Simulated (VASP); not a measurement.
# MoOs6 (Pm-3m) in VASP: a series of runs

Runs on MoOs6. Level: PBE. Tasks: single point.

Everything below comes from runs of VASP 6.6.1. Logs are shortened: lines on timing, memory, paths and dates and some standing lists are left out, and cuts for length are marked.

## 1. The cell of the first run

It takes space group Pm-3m (No. 221, cubic). Conventional cell: a = 4.972 Å, b = 4.972 Å, c = 4.972 Å, α = 90.00°, β = 90.00°, γ = 90.00°. Mo (site symmetry m-3m) has 24 Os at 3.67 Å and 6 Mo at 4.97 Å within 5.0 Å. Os (site symmetry 4mm) has 5 Os at 2.04 to 2.09 Å within 2.7 Å.

The cell was built from a structure type or drawn by symmetry, and may not be a known phase.

## 2. Single point, PBE

Input file INCAR:

```
SYSTEM = MoOs6
ALGO     = Normal         ! electronic algorithm
EDIFF    = 1E-6           ! SCF threshold, eV
ENCUT    = 520            ! plane-wave cutoff, eV
GGA      = PE             ! functional
ISIF     = 2              ! what is computed and relaxed
ISMEAR   = 0              ! smearing method
LASPH    = .TRUE.         ! aspherical terms in the spheres
LCHARG   = .TRUE.         ! write CHGCAR
LELF     = .TRUE.         ! ELF
LREAL    = .FALSE.        ! projectors in reciprocal space
LVHAR    = .TRUE.       
LWAVE    = .FALSE.        ! write WAVECAR
NBANDS   = 40             ! bands
NELM     = 100            ! most SCF steps
PREC     = Accurate       ! precision mode
SIGMA    = 0.1            ! smearing width, eV
```

Input file KPOINTS:

```
k-points
0
G
  4 4 4
  0 0 0
```

Input file POSCAR:

```
MoOs6
1.0
    4.9721842900      0.0000000000      0.0000000000
    0.0000000000      4.9721842900      0.0000000000
    0.0000000000      0.0000000000      4.9721842900
Mo Os
1 6
Direct
    0.0000000000      0.0000000000      0.0000000000
    0.2099999900      0.5000000000      0.5000000000
    0.5000000000      0.2099999900      0.5000000000
    0.7900000100      0.5000000000      0.5000000000
    0.5000000000      0.7900000100      0.5000000000
    0.5000000000      0.5000000000      0.2099999900
    0.5000000000      0.5000000000      0.7900000100
```

Potentials or basis: VASP PAW PBE potentials, release 64 (Mo_sv, Os).

On the command line:

```bash
$ cat potpaw_PBE.64/Mo_sv/POTCAR potpaw_PBE.64/Os/POTCAR > POTCAR
$ mpirun -np 1 vasp_std > vasp.out
```

OUTCAR:

```text
SYSTEM = MoOs6
   EDIFF = 1E-6
   ENCUT = 520
   GGA = PE
   ISIF = 2
   ISMEAR = 0
   LASPH = .TRUE.
   LREAL = .FALSE.
   NELM = 100
   PREC = Accurate

 ion  position               nearest neighbor table
   1  0.000  0.000  0.000-
   2  0.210  0.500  0.500-   3 2.04   5 2.04   6 2.04   7 2.04   4 2.09   4 2.88
   3  0.500  0.210  0.500-   2 2.04   4 2.04   6 2.04   7 2.04   5 2.09   5 2.88
   4  0.790  0.500  0.500-   3 2.04   5 2.04   6 2.04   7 2.04   2 2.09   2 2.88
   5  0.500  0.790  0.500-   2 2.04   4 2.04   6 2.04   7 2.04   3 2.09   3 2.88
   6  0.500  0.500  0.210-   2 2.04   3 2.04   4 2.04   5 2.04   7 2.09   7 2.88
   7  0.500  0.500  0.790-   2 2.04   3 2.04   4 2.04   5 2.04   6 2.09   6 2.88

  LATTYP: Found a simple cubic cell.
 ALAT       =     4.9721842900

  Lattice vectors:

 A1 = (   4.9721842900,   0.0000000000,   0.0000000000)
 A2 = (   0.0000000000,   4.9721842900,   0.0000000000)
 A3 = (   0.0000000000,   0.0000000000,   4.9721842900)

Analysis of symmetry for initial positions (statically):
=====================================================================
 Subroutine PRICEL returns:
 Original cell was already a primitive cell.

 Routine SETGRP: Setting up the symmetry group for a
 simple cubic supercell.

 Subroutine GETGRP returns: Found 48 space group operations
 (whereof 48 operations were pure point group operations)
 out of a pool of 48 trial point group operations.

The static configuration has the point symmetry O_h .

Analysis of symmetry for dynamics (positions and initial velocities):
=====================================================================
 Subroutine PRICEL returns:
 Original cell was already a primitive cell.

 Routine SETGRP: Setting up the symmetry group for a
 simple cubic supercell.

 Subroutine GETGRP returns: Found 48 space group operations
 (whereof 48 operations were pure point group operations)
 out of a pool of 48 trial point group operations.

The dynamic configuration has the point symmetry O_h .

 Subroutine INISYM returns: Found 48 space group operations
 (whereof 48 operations are pure point group operations),
 and found     1 'primitive' translations

----------------------------------------------------------------------------------------

                                     Primitive cell

  volume of cell :     122.9254

  direct lattice vectors                    reciprocal lattice vectors
     4.972184290  0.000000000  0.000000000     0.201118853  0.000000000  0.000000000
     0.000000000  4.972184290  0.000000000     0.000000000  0.201118853  0.000000000
     0.000000000  0.000000000  4.972184290     0.000000000  0.000000000  0.201118853

  length of vectors
     4.972184290  4.972184290  4.972184290     0.201118853  0.201118853  0.201118853

  position of ions in fractional coordinates (direct lattice)
     0.000000000  0.000000000  0.000000000
     0.209999990  0.500000000  0.500000000
     0.500000000  0.209999990  0.500000000
     0.790000010  0.500000000  0.500000000
     0.500000000  0.790000010  0.500000000
     0.500000000  0.500000000  0.209999990
     0.500000000  0.500000000  0.790000010

  ion indices of the primitive-cell ions
   primitive index   ion index
                 1           1
                 2           2
                 3           3
                 4           4
                 5           5
                 6           6
                 7           7

----------------------------------------------------------------------------------------

 KPOINTS: k-points

Automatic generation of k-mesh.
 Grid dimensions read from file:
 generate k-points for:    4    4    4

 Generating k-lattice:

  Cartesian coordinates                     Fractional coordinates (reciprocal lattice)
     0.050279713  0.000000000  0.000000000     0.250000000  0.000000000  0.000000000
     0.000000000  0.050279713  0.000000000     0.000000000  0.250000000  0.000000000
     0.000000000  0.000000000  0.050279713     0.000000000  0.000000000  0.250000000

  Length of vectors
     0.050279713  0.050279713  0.050279713

  Shift w.r.t. Gamma in fractional coordinates (k-lattice)
     0.000000000  0.000000000  0.000000000

 Subroutine IBZKPT returns following result:
 ===========================================

 Found     10 irreducible k-points:

 Following reciprocal coordinates:
            Coordinates               Weight
  0.000000  0.000000  0.000000      1.000000
  0.250000  0.000000  0.000000      6.000000
  0.500000  0.000000  0.000000      3.000000
  0.250000  0.250000  0.000000     12.000000
  0.500000  0.250000  0.000000     12.000000
  0.500000  0.500000  0.000000      3.000000
  0.250000  0.250000  0.250000      8.000000
  0.500000  0.250000  0.250000     12.000000
  0.500000  0.500000  0.250000      6.000000
  0.500000  0.500000  0.500000      1.000000
   k-points           NKPTS =     10   k-points in BZ     NKDIM =     10   number of bands    NBANDS=     40
   number of dos      NEDOS =    301   number of ions     NIONS =      7
   total plane-waves  NPLWV =  64000
   dimension x,y,z NGX =    40 NGY =   40 NGZ =   40
   dimension x,y,z NGXF=    80 NGYF=   80 NGZF=   80
   ions per type =               1   6
   NGX,Y,Z   is equivalent  to a cutoff of  13.37, 13.37, 13.37 a.u.
   NGXF,Y,Z  is equivalent  to a cutoff of  26.75, 26.75, 26.75 a.u.
 SYSTEM =  MoOs6
   PREC   = accura    normal or accurate (medium, high low for compatibility)
   ISTART =      0    job   : 0-new  1-cont  2-samecut
   ICHARG =      2    charge: 1-file 2-atom 10-const
   ISPIN  =      1    spin polarized calculation?
   LNONCOLLINEAR =      F non collinear calculations
   LSORBIT =      F    spin-orbit coupling
   LASPH  =      T    aspherical Exc in radial PAW
   ENCUT  =  520.0 eV  38.22 Ry    6.18 a.u.   9.24  9.24  9.24*2*pi/ulx,y,z
   NELM   =    100;   NELMIN=  2; NELMDL= -5     # of ELM steps
   EDIFF  = 0.1E-05   stopping-criterion for ELM
   LREAL  =      F    real-space projection
   EDIFFG = 0.1E-04   stopping-criterion for IOM
   NSW    =      0    number of steps for IOM
   IBRION =     -1    ionic relax: 0-MD 1-quasi-New 2-CG
   NFREE  =      0    steps in history (QN), initial steepest desc. (CG)
   ISIF   =      2    stress and relaxation
   ISYM   =      2    0-nonsym 1-usesym 2-fastsym
   POTIM  = 0.5000    time-step for ionic-motion
   TEBEG  =    0.0;   TEEND  =   0.0 temperature during run
   PSTRESS=    0.0 pullay stress
   NELECT =      62.0000    total number of electrons
   NUPDOWN=      -1.0000    fix difference up-down
   EMIN   =  10.00;   EMAX   =-10.00  energy-range for DOS
   EFERMI =   0.00;   METHOD = LEGACY
   ISMEAR =     0;   SIGMA  =   0.10  broadening in eV -4-tet -1-fermi 0-gaus
   EFERMI_NEDOS =   21; number of points for ismear=-14 and -15
   IALGO  =     38    algorithm
   IMIX   =      4    mixing-type and parameters
     AMIX     =   0.40;   BMIX     =  1.00
     AMIX_MAG =   1.60;   BMIX_MAG =  1.00
  volume/ion in A,a.u.               =      17.56       118.51
  Fermi-wavevector in a.u.,A,eV,Ry     =   1.303141  2.462580 23.105104  1.698177
  Thomas-Fermi vector in A             =   2.434163
   LORBIT       =      0    0 simple, 1 ext, 2 COOP (PROOUT), +10 PAW based schemes
   GGA     = PE    functional components
   LHFCALC =     F    Hartree Fock is set to
   AEXX    =    0.0000 exact exchange contribution
   IVDW    =     0    specifies the selected vdW correction
   LEPSILON=     F    determine dielectric tensor
   LRPA    =     F    only Hartree local field effects (RPA)
 non-spin polarized calculation
 Gauss-broadening in eV      SIGMA  =   0.10
  energy-cutoff  :      520.00
  volume of cell :      122.93
 maximum number of plane-waves:      3362
 NGX is ok and might be reduce to    40
   NGX = 19   NGY = 19   NGZ = 19

 number of electron      62.0000013 magnetization

 Free energy of the ion-electron system (eV)
  ---------------------------------------------------
  ext. energy  EPLUGINS =         0.00000000
  ---------------------------------------------------
  free energy    TOTEN  =       -23.29263586 eV

  energy without entropy =      -23.23023321  energy(sigma->0) =      -23.26143454

 E-fermi :   8.0024     XC(G=0): -11.9150

 val. band max:        7.9727753409   @ k =   0.5000   0.5000   0.0000
 cond. band min:       8.0270764646   @ k =   0.5000   0.2500   0.2500
 fundamental gap:      0.0543011238
 Fermi energy:         8.0023661249

 k-point     1 :       0.0000    0.0000    0.0000
  band No.  band energies     occupation
      1     -53.1264      2.00000
      2     -27.1956      2.00000
      3     -27.1956      2.00000
      4     -27.1956      2.00000
      5      -8.1696      2.00000
      6      -1.4059      2.00000
[... 32 lines left out ...]
     39      10.2275      0.00000
     40      10.2275      0.00000

 k-point     2 :       0.2500    0.0000    0.0000
  band No.  band energies     occupation
      1     -53.1264      2.00000
      2     -27.1961      2.00000
      3     -27.1956      2.00000
      4     -27.1956      2.00000
      5      -7.6780      2.00000
      6      -1.9952      2.00000
[... 32 lines left out ...]
     39      10.5290      0.00000
     40      10.7556      0.00000

 k-point     3 :       0.5000    0.0000    0.0000
  band No.  band energies     occupation
      1     -53.1264      2.00000
      2     -27.1965      2.00000
      3     -27.1956      2.00000
      4     -27.1956      2.00000
      5      -7.0262      2.00000
      6      -2.8720      2.00000
[... 251 lines left out ...]
  band No.  band energies     occupation
      1     -53.1263      2.00000
      2     -27.1963      2.00000
      3     -27.1963      2.00000
      4     -27.1959      2.00000
      5      -5.0228      2.00000
      6      -3.2020      2.00000
[... 32 lines left out ...]
     39      10.2991      0.00000
     40      10.2991      0.00000

 k-point    10 :       0.5000    0.5000    0.5000
  band No.  band energies     occupation
      1     -53.1263      2.00000
      2     -27.1963      2.00000
      3     -27.1963      2.00000
      4     -27.1963      2.00000
      5      -3.9418      2.00000
      6      -3.1818      2.00000
[... 32 lines left out ...]
     39       9.6743      0.00000
     40       9.6743      0.00000

------------------------ aborting loop because EDIFF is reached ----------------------------------------

  FORCE on cell =-STRESS in cart. coord.  units (eV):
  Direction    XX          YY          ZZ          XY          YZ          ZX
  --------------------------------------------------------------------------------------
  -------------------------------------------------------------------------------------
  Total      154.1295923    154.1295923    154.1295923      0.0000000     -0.0000000      0.0000000
  in kB     2008.8844674   2008.8844674   2008.8844674      0.0000000     -0.0000000      0.0000000
  external PRESSURE =    2008.8844674 kB  Pullay stress =       0.0000000 kB

 VOLUME and BASIS-vectors are now :
 -----------------------------------------------------------------------------
  energy-cutoff  :      520.00
  volume of cell :      122.93
      direct lattice vectors                 reciprocal lattice vectors
     4.972184290  0.000000000  0.000000000     0.201118853  0.000000000  0.000000000
     0.000000000  4.972184290  0.000000000     0.000000000  0.201118853  0.000000000
     0.000000000  0.000000000  4.972184290     0.000000000  0.000000000  0.201118853

 POSITION                                       TOTAL-FORCE (eV/Angst)
 -----------------------------------------------------------------------------------
      0.00000      0.00000      0.00000        -0.000000      0.000000      0.000000
      1.04416      2.48609      2.48609       -35.721055     -0.000000      0.000000
      2.48609      1.04416      2.48609        -0.000000    -35.721055     -0.000000
      3.92803      2.48609      2.48609        35.721055      0.000000      0.000000
      2.48609      3.92803      2.48609         0.000000     35.721055      0.000000
      2.48609      2.48609      1.04416        -0.000000     -0.000000    -35.721055
      2.48609      2.48609      3.92803         0.000000      0.000000     35.721055
 -----------------------------------------------------------------------------------
    total drift:                               -0.000000     -0.000000     -0.000000

  FREE ENERGIE OF THE ION-ELECTRON SYSTEM (eV)
  ---------------------------------------------------
  free  energy   TOTEN  =       -23.2926358622 eV

  energy  without entropy=      -23.2302332125  energy(sigma->0) =      -23.26143454
```

Wall time 65 s (1 thread of Intel Xeon Platinum 8259CL at 2.50GHz (Skylake/Cascade Lake), shared host); peak memory 0.25 GiB.

What came out:

```
Free energy            : -23.2926 eV
Pressure               : 200.9 GPa
Largest force          : 35.721 eV/Å
Band gap on the k mesh : zero (bands 31 and 32 overlap by 1.31 eV)
```

Forces in eV/Å, atoms in the order of the input:
```
Mo    0.000   0.000   0.000
Os  -35.721   0.000   0.000
Os    0.000 -35.721   0.000
Os   35.721   0.000   0.000
Os    0.000  35.721   0.000
Os    0.000   0.000 -35.721
Os    0.000   0.000  35.721
```

Levels at points of the mesh, in eV from the Fermi level:
| k point | band 28 | band 29 | band 30 | band 31 | band 32 | band 33 | band 34 | band 35 |
| --- | --- | --- | --- | --- | --- | --- | --- | --- |
| (0.00, 0.00, 0.00) | -1.80 | -1.80 | -0.67 | -0.67 | 0.31 | 0.31 | 0.31 | 1.39 |
| (0.50, 0.00, 0.00) | -0.64 | -0.64 | -0.55 | -0.20 | 0.33 | 0.66 | 0.90 | 0.90 |
| (0.50, 0.50, 0.00) | -1.04 | -0.37 | -0.03 | 0.03 | 0.03 | 0.10 | 0.44 | 0.66 |
| (0.50, 0.50, 0.50) | -1.28 | -1.28 | -1.28 | -0.92 | -0.92 | 0.57 | 0.57 | 0.81 |

Caveat: the cell stands under pressure; spin-orbit coupling is left out, which moves the levels of the heavy elements; forces of over 1 eV/Å act on the atoms, so gaps and moduli don't describe the material at rest.

## 3. Single point, PBE

This run uses another cell than the first one, of 28.27 Å³/atom.

Input file INCAR:

```
PREC = Accurate
ENCUT = 520
EDIFF = 1E-6
ISMEAR = 0
SIGMA = 0.1
LREAL = F
LASPH = T
NELM = 100
ALGO = Normal
ISIF = 2
LWAVE = F
LCHARG = F
GGA = PE
NBANDS = 40
```

Input file KPOINTS:

```
regular mesh
0
Gamma
  4 4 4
```

Input file POSCAR:

```
MoOs6
1.0
    5.8274193509      0.0000000000      0.0000000000
    0.0000000000      5.8274193509      0.0000000000
    0.0000000000      0.0000000000      5.8274193509
Mo Os
1 6
Direct
    0.0000000000      0.0000000000      0.0000000000
    0.1966493888      0.5000000000      0.5000000000
    0.5000000000      0.1966493888      0.5000000000
    0.8033506112      0.5000000000      0.5000000000
    0.5000000000      0.8033506112      0.5000000000
    0.5000000000      0.5000000000      0.1966493888
    0.5000000000      0.5000000000      0.8033506112
```

Potentials or basis: VASP PAW PBE potentials, release 64 (Mo_sv, Os).

On the command line:

```bash
$ cat potpaw_PBE.64/Mo_sv/POTCAR potpaw_PBE.64/Os/POTCAR > POTCAR
$ mpirun -np 1 vasp_std > vasp.out
```

Wall time 2 min (1 thread of Intel Xeon Platinum 8259CL at 2.50GHz (Skylake/Cascade Lake), shared host); peak memory 0.35 GiB.

Results (log left out):

```yaml
Free_energy: -59.0866 eV
Pressure: -0.2 GPa
Largest_force: 0.099 eV/Å
Band_gap_on_the_k_mesh: zero (bands 31 and 32 overlap by 0.59 eV)
```

Forces in eV/Å, atoms in the order of the input:
```
Mo   0.000  0.000  0.000
Os  -0.099  0.000  0.000
Os   0.000 -0.099  0.000
Os   0.099  0.000  0.000
Os   0.000  0.099  0.000
Os   0.000  0.000 -0.099
Os   0.000  0.000  0.099
```

Levels at points of the mesh, in eV from the Fermi level:
| k point | band 27 | band 28 | band 29 | band 30 | band 31 | band 32 | band 33 | band 34 | band 35 | band 36 |
| --- | --- | --- | --- | --- | --- | --- | --- | --- | --- | --- |
| (0.00, 0.00, 0.00) | -0.92 | -0.92 | -0.92 | -0.22 | -0.22 | 0.13 | 0.13 | 0.13 | 0.62 | 0.67 |
| (0.50, 0.00, 0.00) | -0.29 | -0.18 | -0.08 | 0.04 | 0.10 | 0.10 | 0.22 | 0.46 | 0.46 | 0.67 |
| (0.50, 0.50, 0.00) | -0.90 | -0.62 | -0.37 | -0.31 | -0.02 | 0.01 | 0.05 | 0.05 | 0.34 | 0.63 |
| (0.50, 0.50, 0.50) | -1.53 | -0.57 | -0.57 | -0.57 | -0.49 | -0.49 | 0.14 | 0.14 | 0.76 | 0.76 |

Caveat: spin-orbit coupling is left out, which moves the levels of the heavy elements.

## 4. Single point, PBE, collinear spin

This run uses another cell than the first one, of 28.27 Å³/atom.

Input file INCAR:

```
SYSTEM = MoOs6
  PREC = Accurate
  ENCUT = 520
  EDIFF = 1E-7
  ISMEAR = 0
  SIGMA = 0.1
  LREAL = .FALSE.
  LASPH = .TRUE.
  NELM = 150
  ALGO = Normal
  ISIF = 2
  LWAVE = .FALSE.
  LCHARG = .FALSE.
  ISPIN = 2
  MAGMOM = 1 1 1 1 1 1 1
  LORBIT = 11
  LMAXMIX = 4
  GGA = PE
  NBANDS = 44
```

Input file KPOINTS:

```
regular mesh
0
G
  4 4 4
  0 0 0
```

POSCAR is that of step 3.

On the command line:

```bash
$ cat potpaw_PBE.64/Mo_sv/POTCAR potpaw_PBE.64/Os/POTCAR > POTCAR
$ mpirun -np 1 vasp_std > vasp.out
```

It took 6.3 min on 1 thread of Intel Xeon Platinum 8259CL at 2.50GHz (Skylake/Cascade Lake), shared host; peak memory 0.47 GiB.

The run converged. Its results:

| Quantity | Value |
| --- | --- |
| Free energy | -59.0866 eV |
| Pressure | -0.2 GPa |
| Largest force | 0.099 eV/Å |
| Band gap on the k mesh | zero (filled and empty bands overlap) |
| Net moment | 0.00 μB per cell |
| Valence electrons inside the program's atomic spheres | Mo 11.88; Os 7.40 |

Forces in eV/Å, atoms in the order of the input:
```
Mo   0.000  0.000  0.000
Os  -0.099  0.000  0.000
Os   0.000 -0.099  0.000
Os   0.099  0.000  0.000
Os   0.000  0.099  0.000
Os   0.000  0.000 -0.099
Os   0.000  0.000  0.099
```

Levels at points of the mesh, in eV from the Fermi level:
Spin up:
| k point | band 29 | band 30 | band 31 | band 32 | band 33 | band 34 |
| --- | --- | --- | --- | --- | --- | --- |
| (0.00, 0.00, 0.00) | -0.92 | -0.22 | -0.22 | 0.13 | 0.13 | 0.13 |
| (0.50, 0.00, 0.00) | -0.08 | 0.04 | 0.10 | 0.10 | 0.22 | 0.46 |
| (0.50, 0.50, 0.00) | -0.37 | -0.31 | -0.02 | 0.01 | 0.05 | 0.05 |
| (0.50, 0.50, 0.50) | -0.57 | -0.57 | -0.49 | -0.49 | 0.14 | 0.14 |
Spin down:
```tsv
k point	band 28	band 29	band 30	band 31	band 32	band 33	band 34	band 35
(0.00, 0.00, 0.00)	-0.92	-0.92	-0.22	-0.22	0.13	0.13	0.13	0.62
(0.50, 0.00, 0.00)	-0.18	-0.08	0.04	0.10	0.10	0.22	0.46	0.46
(0.50, 0.50, 0.00)	-0.62	-0.37	-0.31	-0.02	0.01	0.05	0.05	0.34
(0.50, 0.50, 0.50)	-0.57	-0.57	-0.57	-0.49	-0.49	0.14	0.14	0.76
```

Caveat: spin-orbit coupling is left out, which moves the levels of the heavy elements.

## 5. The runs side by side

| spin | cell | gap on the mesh (eV) | pressure (GPa) | largest force (eV/Å) |
| --- | --- | --- | --- | --- |
| off | a = 4.972 Å, 7 atoms, atomic positions A | none | 200.9 | 35.72 |
| off | a = 5.827 Å, 7 atoms, atomic positions B | none | -0.2 | 0.10 |
| collinear | a = 5.827 Å, 7 atoms, atomic positions B | none | -0.2 | 0.10 |

Alike in all rows: task single point; level PBE; potentials or basis VASP PAW PBE potentials, release 64 (Mo_sv, Os); k mesh 4 × 4 × 4; cutoff (eV) 520; smearing gaussian 0.1 eV.

Caveats: spin-orbit coupling is left out, which moves the levels of the heavy elements; the cell stands under pressure (at least some runs); forces of over 1 eV/Å act on the atoms, so gaps and moduli don't describe the material at rest (at least some runs).

Total energies depend on the potentials used, so only differences within one code and one set of settings carry meaning.
